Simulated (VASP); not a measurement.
Crystal: TiO2.

```
CELL_PARAMETERS angstrom
4.59220 0.00000 0.00000
0.00000 4.59220 0.00000
0.00000 0.00000 2.95740
ATOMIC_POSITIONS crystal
Ti 0.00000 0.00000 0.00000
Ti 0.50000 0.50000 0.50000
O 0.30496 0.30496 0.00000
O 0.19504 0.80496 0.50000
O 0.69504 0.69504 0.00000
O 0.80496 0.19504 0.50000
```

```yaml
Program: VASP 6.6.1
Task: relaxation of cell and atoms
Functional: LDA
Potentials_or_basis: VASP PAW LDA potentials, release 64 (Ti_sv, O)
Cutoff: 600 eV
k_mesh: 6 × 6 × 8
Occupations: gaussian, width 0.01 eV
Spin: no spin polarisation
```

At the start: pressure -7.1 GPa; volume 10.39 Å³/atom.

Question: Where does the relaxation end?

Answer: Over 10 steps the energy falls by 7.1 meV/atom and the volume is 10.09 Å³/atom (-2.9 %); space group P4_2/mnm (No. 136, to 0.1 Å) before and after.

The path:
```csv
step,energy change (eV),largest force (eV/Å),pressure (GPa),volume (Å³)
1,0.0000,0.0013,-7.08,62.37
2,0.0426,0.3965,11.39,58.31
3,-0.0402,0.1494,-0.09,60.66
4,-0.0402,0.1526,0.00,60.63
5,-0.0424,0.0154,0.05,60.53
6,-0.0424,0.0004,0.07,60.52
7,-0.0424,0.0029,0.08,60.53
8,-0.0424,0.0011,-0.04,60.57
9,-0.0424,0.0003,-0.05,60.55
10,-0.0424,0.0014,-0.01,60.54
```

Final structure:
```cif
data_structure
_symmetry_space_group_name_H-M 'P 1'
_symmetry_Int_Tables_number 1
_cell_length_a 4.5520
_cell_length_b 4.5520
_cell_length_c 2.9218
_cell_angle_alpha 90.000
_cell_angle_beta 90.000
_cell_angle_gamma 90.000
_cell_volume 60.54
loop_
_atom_site_label
_atom_site_type_symbol
_atom_site_fract_x
_atom_site_fract_y
_atom_site_fract_z
_atom_site_occupancy
Ti1 Ti 0.00000 0.00000 0.00000 1
Ti2 Ti 0.50000 0.50000 0.50000 1
O1 O 0.30385 0.30385 0.00000 1
O2 O 0.19615 0.80385 0.50000 1
O3 O 0.69615 0.69615 0.00000 1
O4 O 0.80385 0.19615 0.50000 1
```
